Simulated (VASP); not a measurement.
Here is a VASP 6.6.1 calculation.

The input POSCAR:

```
In2Sb
1.0
    5.3799042018      0.0000000000      0.0000000000
   -2.6899521009      4.6591337087      0.0000000000
    0.0000000000      0.0000000000      6.7225520000
In Sb
4 2
Direct
    0.6666666667      0.3333333333      0.2500000000
    0.3333333333      0.6666666667      0.7500000000
    0.0000000000      0.0000000000      0.5000000000
    0.0000000000      0.0000000000      0.0000000000
    0.6666666667      0.3333333333      0.7500000000
    0.3333333333      0.6666666667      0.2500000000
```

The input INCAR.step1:

```
PREC = Accurate
ENCUT = 520
ISMEAR = 0
SIGMA = 0.2
LREAL = False
LASPH = True
NELM = 100
NBANDS = 40
GGA = PE
ALGO = Normal
EDIFF = 1E-4
LWAVE = True
LCHARG = False
```

INCAR.step2

```
PREC = Accurate
ENCUT = 520
EDIFF = 1E-6
ISMEAR = 0
SIGMA = 0.2
LREAL = False
LASPH = True
NELM = 100
ALGO = Normal
ISIF = 2
LWAVE = False
LCHARG = True
METAGGA = R2SCAN
LMIXTAU = True
LELF = True
LVHAR = True
NBANDS = 40
ISTART = 1
```

Contents of KPOINTS:

```
regular mesh
0
Gamma
  12 12 6
```

Potentials or basis: VASP PAW PBE potentials, release 64 (In_d, Sb).

The run is started by

```bash
$ cat potpaw_PBE.64/In_d/POTCAR potpaw_PBE.64/Sb/POTCAR > POTCAR
$ cp INCAR.step1 INCAR
$ mpirun -np 1 vasp_std > vasp.out
$ cp INCAR.step2 INCAR
$ mpirun -np 1 vasp_std > vasp.out
```

**Question.** Estimate the band gap on the k mesh.

**Answer.** Zero (bands 31 and 32 overlap by 2.21 eV).

**Question.** What does it give for the pressure?

**Answer.** -0.9 GPa.

Stress tensor (GPa, compression positive):
```
-0.34  0.00  0.00
 0.00 -0.34  0.00
 0.00  0.00 -2.10
```

Caveat: the PAW data sets were made with another functional, which shifts forces and pressure a little; spin-orbit coupling is left out, which moves the levels of the heavy elements.
